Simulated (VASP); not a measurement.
# Au (Fm-3m) in VASP: single point with r2SCAN+rVV10

Aim: the single point of Au with r2SCAN+rVV10.

Program: VASP 6.6.1. These are calculated values, not measurements. Logs are shortened: lines on timing, memory, paths and dates and some standing lists are left out, and cuts for length are marked.

## (1) The cell of the first run

It takes space group Fm-3m (No. 225, cubic). Conventional cell: a = 4.100 Å, b = 4.100 Å, c = 4.100 Å, α = 90.00°, β = 90.00°, γ = 90.00°. Au (site symmetry m-3m) has 12 Au at 2.90 Å within 3.8 Å.

## (2) Single point, r2SCAN+rVV10

POSCAR reads:

```
Au
1.0
    0.0000000000      2.0500494195      2.0500494195
    2.0500494195      0.0000000000      2.0500494195
    2.0500494195      2.0500494195      0.0000000000
Au
1
Direct
    0.0000000000      0.0000000000      0.0000000000
```

INCAR.step1 reads:

```
SYSTEM = Au
ALGO     = Normal         ! electronic algorithm
EDIFF    = 1E-5           ! SCF threshold, eV
ENCUT    = 550            ! plane-wave cutoff, eV
GGA      = PE             ! functional
GGA_COMPAT= .False.      
ISMEAR   = 0              ! smearing method
LASPH    = .True.         ! aspherical terms in the spheres
LCHARG   = .False.        ! write CHGCAR
LREAL    = .False.        ! projectors in reciprocal space
LWAVE    = .True.         ! write WAVECAR
NBANDS   = 12             ! bands
NELM     = 120            ! most SCF steps
PREC     = Accurate       ! precision mode
SIGMA    = 0.1            ! smearing width, eV
```

INCAR.step2 reads:

```
SYSTEM = Au
ALGO     = Normal         ! electronic algorithm
BPARAM   = 11.95        
CPARAM   = 0.0093       
EDIFF    = 1E-6           ! SCF threshold, eV
ENCUT    = 550            ! plane-wave cutoff, eV
GGA_COMPAT= .False.      
ISIF     = 2              ! what is computed and relaxed
ISMEAR   = 0              ! smearing method
ISTART   = 1            
IVDW_NL  = 2            
LASPH    = .True.         ! aspherical terms in the spheres
LCHARG   = .False.        ! write CHGCAR
LMIXTAU  = .True.       
LREAL    = .False.        ! projectors in reciprocal space
LUSE_VDW = .True.       
LWAVE    = .False.        ! write WAVECAR
METAGGA  = R2SCAN         ! meta-GGA
NBANDS   = 12             ! bands
NELM     = 120            ! most SCF steps
PREC     = Accurate       ! precision mode
SIGMA    = 0.1            ! smearing width, eV
```

KPOINTS reads:

```
k-points
0
Gamma
  18 18 18
  0 0 0
```

Potentials or basis: VASP PAW PBE potentials, release 64 (Au).

Command:

```bash
cat potpaw_PBE.64/Au/POTCAR > POTCAR
cp INCAR.step1 INCAR
mpirun -np 1 vasp_std > vasp.out
cp INCAR.step2 INCAR
mpirun -np 1 vasp_std > vasp.out
```

OUTCAR:

```text
SYSTEM = Au
   BPARAM = 11.95
   EDIFF = 1E-6
   ENCUT = 550
   ISIF = 2
   ISMEAR = 0
   ISTART = 1
   IVDW_NL = 2
   LASPH = .True.
   LREAL = .False.
   METAGGA = R2SCAN
   NELM = 120
   PREC = Accurate

 ion  position               nearest neighbor table
   1  0.000  0.000  0.000-

  LATTYP: Found a face centered cubic cell.
 ALAT       =     4.1000988390

  Lattice vectors:

 A1 = (   0.0000000000,   2.0500494195,   2.0500494195)
 A2 = (   2.0500494195,   0.0000000000,   2.0500494195)
 A3 = (   2.0500494195,   2.0500494195,   0.0000000000)

Analysis of symmetry for initial positions (statically):
=====================================================================
 Subroutine PRICEL returns:
 Original cell was already a primitive cell.

 Routine SETGRP: Setting up the symmetry group for a
 face centered cubic supercell.

 Subroutine GETGRP returns: Found 48 space group operations
 (whereof 48 operations were pure point group operations)
 out of a pool of 48 trial point group operations.

The static configuration has the point symmetry O_h .

Analysis of symmetry for dynamics (positions and initial velocities):
=====================================================================
 Subroutine PRICEL returns:
 Original cell was already a primitive cell.

 Routine SETGRP: Setting up the symmetry group for a
 face centered cubic supercell.

 Subroutine GETGRP returns: Found 48 space group operations
 (whereof 48 operations were pure point group operations)
 out of a pool of 48 trial point group operations.

The dynamic configuration has the point symmetry O_h .

 Subroutine INISYM returns: Found 48 space group operations
 (whereof 48 operations are pure point group operations),
 and found     1 'primitive' translations

----------------------------------------------------------------------------------------

                                     Primitive cell

  volume of cell :      17.2315

  direct lattice vectors                    reciprocal lattice vectors
     0.000000000  2.050049420  2.050049420    -0.243896559  0.243896559  0.243896559
     2.050049420  0.000000000  2.050049420     0.243896559 -0.243896559  0.243896559
     2.050049420  2.050049420  0.000000000     0.243896559  0.243896559 -0.243896559

  length of vectors
     2.899207693  2.899207693  2.899207693     0.422441233  0.422441233  0.422441233

  position of ions in fractional coordinates (direct lattice)
     0.000000000  0.000000000  0.000000000

  ion indices of the primitive-cell ions
   primitive index   ion index
                 1           1

----------------------------------------------------------------------------------------

 KPOINTS: k-points

Automatic generation of k-mesh.
 Grid dimensions read from file:
 generate k-points for:   18   18   18

 Generating k-lattice:

  Cartesian coordinates                     Fractional coordinates (reciprocal lattice)
    -0.013549809  0.013549809  0.013549809     0.055555556  0.000000000  0.000000000
     0.013549809 -0.013549809  0.013549809     0.000000000  0.055555556  0.000000000
     0.013549809  0.013549809 -0.013549809     0.000000000  0.000000000  0.055555556

  Length of vectors
     0.023468957  0.023468957  0.023468957

  Shift w.r.t. Gamma in fractional coordinates (k-lattice)
     0.000000000  0.000000000  0.000000000

 Subroutine IBZKPT returns following result:
 ===========================================

 Found    195 irreducible k-points:

 Following reciprocal coordinates:
            Coordinates               Weight
  0.000000  0.000000  0.000000      1.000000
  0.055556  0.000000  0.000000      8.000000
  0.111111  0.000000  0.000000      8.000000
  0.166667  0.000000  0.000000      8.000000
  0.222222  0.000000  0.000000      8.000000
  0.277778  0.000000  0.000000      8.000000
[... 16 lines left out ...]
 -0.277778  0.055556  0.000000     24.000000
 -0.222222  0.055556  0.000000     24.000000
 [... further k-points ...]
   k-points           NKPTS =    195   k-points in BZ     NKDIM =    195   number of bands    NBANDS=     12
   number of dos      NEDOS =    301   number of ions     NIONS =      1
   total plane-waves  NPLWV =  13824
   dimension x,y,z NGX =    24 NGY =   24 NGZ =   24
   dimension x,y,z NGXF=    48 NGYF=   48 NGZF=   48
   ions per type =               1
   NGX,Y,Z   is equivalent  to a cutoff of  13.76, 13.76, 13.76 a.u.
   NGXF,Y,Z  is equivalent  to a cutoff of  27.52, 27.52, 27.52 a.u.
 SYSTEM =  Au
   PREC   = accura    normal or accurate (medium, high low for compatibility)
   ISTART =      1    job   : 0-new  1-cont  2-samecut
   ICHARG =      0    charge: 1-file 2-atom 10-const
   ISPIN  =      1    spin polarized calculation?
   LNONCOLLINEAR =      F non collinear calculations
   LSORBIT =      F    spin-orbit coupling
   LASPH  =      T    aspherical Exc in radial PAW
   ENCUT  =  550.0 eV  40.42 Ry    6.36 a.u.   5.54  5.54  5.54*2*pi/ulx,y,z
   NELM   =    120;   NELMIN=  2; NELMDL=  0     # of ELM steps
   EDIFF  = 0.1E-05   stopping-criterion for ELM
   LREAL  =      F    real-space projection
   EDIFFG = 0.1E-04   stopping-criterion for IOM
   NSW    =      0    number of steps for IOM
   IBRION =     -1    ionic relax: 0-MD 1-quasi-New 2-CG
   NFREE  =      0    steps in history (QN), initial steepest desc. (CG)
   ISIF   =      2    stress and relaxation
   ISYM   =      2    0-nonsym 1-usesym 2-fastsym
   POTIM  = 0.5000    time-step for ionic-motion
   TEBEG  =    0.0;   TEEND  =   0.0 temperature during run
   PSTRESS=    0.0 pullay stress
   NELECT =      11.0000    total number of electrons
   NUPDOWN=      -1.0000    fix difference up-down
   EMIN   =  10.00;   EMAX   =-10.00  energy-range for DOS
   EFERMI =   0.00;   METHOD = LEGACY
   ISMEAR =     0;   SIGMA  =   0.10  broadening in eV -4-tet -1-fermi 0-gaus
   EFERMI_NEDOS =   21; number of points for ismear=-14 and -15
   IALGO  =     38    algorithm
   IMIX   =      4    mixing-type and parameters
     AMIX     =   0.40;   BMIX     =  1.00
     AMIX_MAG =   1.60;   BMIX_MAG =  1.00
  volume/ion in A,a.u.               =      17.23       116.28
  Fermi-wavevector in a.u.,A,eV,Ry     =   1.409607  2.663771 27.034668  1.986992
  Thomas-Fermi vector in A             =   2.531646
   LORBIT       =      0    0 simple, 1 ext, 2 COOP (PROOUT), +10 PAW based schemes
   METAGGA = R2SCAN    functional components
   LHFCALC =     F    Hartree Fock is set to
   AEXX    =    0.0000 exact exchange contribution
   IVDW_NL    =     2    kernel type
   BPARAM     =11.9500
   IVDW    =     0    specifies the selected vdW correction
   LEPSILON=     F    determine dielectric tensor
   LRPA    =     F    only Hartree local field effects (RPA)
 non-spin polarized calculation
 Gauss-broadening in eV      SIGMA  =   0.10
  energy-cutoff  :      550.00
  volume of cell :       17.23
 maximum number of plane-waves:       531
 NGX is ok and might be reduce to    24
   NGX = 11   NGY = 11   NGZ = 11

 number of electron      11.0000000 magnetization

 Free energy of the ion-electron system (eV)
  ---------------------------------------------------
  ext. energy  EPLUGINS =         0.00000000
  ---------------------------------------------------
  free energy    TOTEN  =       -50.38644340 eV

  energy without entropy =      -50.38523833  energy(sigma->0) =      -50.38584086

 E-fermi :   9.0955     XC(G=0): -13.5837

 val. band max:        9.0815712992   @ k =   0.5000   0.2778   0.1111
 cond. band min:       9.1226740884   @ k =   0.5000   0.1667   0.0556
 fundamental gap:      0.0411027891
 Fermi energy:         9.0955337587

 k-point     1 :       0.0000    0.0000    0.0000
  band No.  band energies     occupation
      1      -0.8649      2.00000
      2       4.2470      2.00000
      3       4.2470      2.00000
      4       4.2470      2.00000
      5       5.7537      2.00000
      6       5.7537      2.00000
      7      24.4413      0.00000
      8      28.4692      0.00000
      9      28.4692      0.00000
     10      28.4692      0.00000
     11      33.6960      0.00000
     12      38.0482      0.00000

 k-point     2 :       0.0556    0.0000    0.0000
  band No.  band energies     occupation
      1      -0.7540      2.00000
      2       4.2118      2.00000
      3       4.2851      2.00000
      4       4.2851      2.00000
      5       5.7368      2.00000
      6       5.7368      2.00000
      7      24.5674      0.00000
      8      27.7393      0.00000
      9      28.5955      0.00000
     10      28.5955      0.00000
     11      34.2873      0.00000
     12      36.7482      0.00000

 k-point     3 :       0.1111    0.0000    0.0000
  band No.  band energies     occupation
      1      -0.4304      2.00000
      2       4.1236      2.00000
      3       4.3843      2.00000
      4       4.3843      2.00000
      5       5.7029      2.00000
      6       5.7029      2.00000
      7      24.8334      0.00000
      8      26.2253      0.00000
      9      28.9499      0.00000
     10      28.9499      0.00000
     11      33.8522      0.00000
     12      36.0944      0.00000
[... 286 lines left out ...]
 k-point    23 :      -0.2778    0.0556    0.0000
  band No.  band energies     occupation
      1       1.4353      2.00000
      2       4.3345      2.00000
      3       4.5122      2.00000
      4       4.5413      2.00000
      5       5.9607      2.00000
      6       6.5046      2.00000
      7      18.8937      0.00000
      8      25.1356      0.00000
      9      27.7287      0.00000
     10      30.4108      0.00000
     11      31.6402      0.00000
     12      33.0988      0.00000

 k-point    24 :      -0.2222    0.0556    0.0000
  band No.  band energies     occupation
      1       0.9614      2.00000
      2       4.0113      2.00000
      3       4.5570      2.00000
      4       4.5897      2.00000
      5       5.6710      2.00000
      6       6.1597      2.00000
      7      21.1863      0.00000
      8      25.5128      0.00000
      9      28.3557      0.00000
     10      30.8565      0.00000
     11      31.3088      0.00000
     12      32.8732      0.00000

 [... further k-points ...]

------------------------ aborting loop because EDIFF is reached ----------------------------------------

  FORCE on cell =-STRESS in cart. coord.  units (eV):
  Direction    XX          YY          ZZ          XY          YZ          ZX
  --------------------------------------------------------------------------------------
  -------------------------------------------------------------------------------------
  Total        0.1402332      0.1402332      0.1402332      0.0000000      0.0000000     -0.0000000
  in kB       13.0388291     13.0388291     13.0388291      0.0000000      0.0000000     -0.0000000
  external PRESSURE =      13.0388291 kB  Pullay stress =       0.0000000 kB

 VOLUME and BASIS-vectors are now :
 -----------------------------------------------------------------------------
  energy-cutoff  :      550.00
  volume of cell :       17.23
      direct lattice vectors                 reciprocal lattice vectors
     0.000000000  2.050049420  2.050049420    -0.243896559  0.243896559  0.243896559
     2.050049420  0.000000000  2.050049420     0.243896559 -0.243896559  0.243896559
     2.050049420  2.050049420  0.000000000     0.243896559  0.243896559 -0.243896559

 POSITION                                       TOTAL-FORCE (eV/Angst)
 -----------------------------------------------------------------------------------
      0.00000      0.00000      0.00000         0.000000      0.000000      0.000000
 -----------------------------------------------------------------------------------
    total drift:                               -0.000000      0.000000     -0.000000

  FREE ENERGIE OF THE ION-ELECTRON SYSTEM (eV)
  ---------------------------------------------------
  free  energy   TOTEN  =       -50.3864433956 eV

  energy  without entropy=      -50.3852383269  energy(sigma->0) =      -50.38584086
```

It took 1.9 min on 1 thread of Intel Xeon 8259CL, shared host; peak memory 0.25 GiB.

Results:

```yaml
Free_energy: -50.3864 eV
Pressure: 1.3 GPa
Band_gap_on_the_k_mesh: zero (an odd number of electrons rules out a gap without spin polarisation)
```

Caveat: the PAW data sets were made with another functional, which shifts forces and pressure a little; spin-orbit coupling is left out, which moves the levels of the heavy elements.

The gap in the log of VASP goes by the Fermi energy; the results here count the filled bands.